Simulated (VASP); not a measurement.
A run of VASP 6.6.1:

INCAR

```
SYSTEM = Pd
ALGO     = Normal         ! electronic algorithm
EDIFF    = 1E-6           ! SCF threshold, eV
EDIFFG   = -0.005         ! ionic threshold
ENCUT    = 600            ! plane-wave cutoff, eV
GGA      = PE             ! functional
IBRION   = 2              ! ionic algorithm
ISIF     = 3              ! what is computed and relaxed
ISMEAR   = -1             ! smearing method
LASPH    = .True.         ! aspherical terms in the spheres
LCHARG   = .False.        ! write CHGCAR
LREAL    = .False.        ! projectors in reciprocal space
LWAVE    = .False.        ! write WAVECAR
NELM     = 80             ! most SCF steps
NSW      = 32             ! ionic steps
PREC     = Accurate       ! precision mode
PSTRESS  = 3500.0       
SIGMA    = 0.05           ! smearing width, eV
```

Contents of KPOINTS:

```
k-points
0
Gamma
  18 18 18
  0 0 0
```

POSCAR

```
Pd
1.0
    2.1392571685      0.0000000000      0.0000000000
    0.0000000000      2.1392571685      0.0000000000
    0.0000000000      0.0000000000      2.1392571685
Pd
1
Direct
    0.0000000000      0.0000000000      0.0000000000
```

Potentials or basis: VASP PAW PBE potentials, release 64 (Pd).

Run with:

```console
$ cat potpaw_PBE.64/Pd/POTCAR > POTCAR
$ mpirun -np 1 vasp_std > vasp.out
```

Hardware: 1 thread of AMD EPYC 9R14 (Zen 4) (shared host).

Q: Estimate the wall time of this run.

A: Run time: 29 s on 1 thread of AMD EPYC 9R14 (Zen 4) (shared host), peak memory 0.11 GiB. Counts: scf iterations 28, k points 220, ion steps 4.
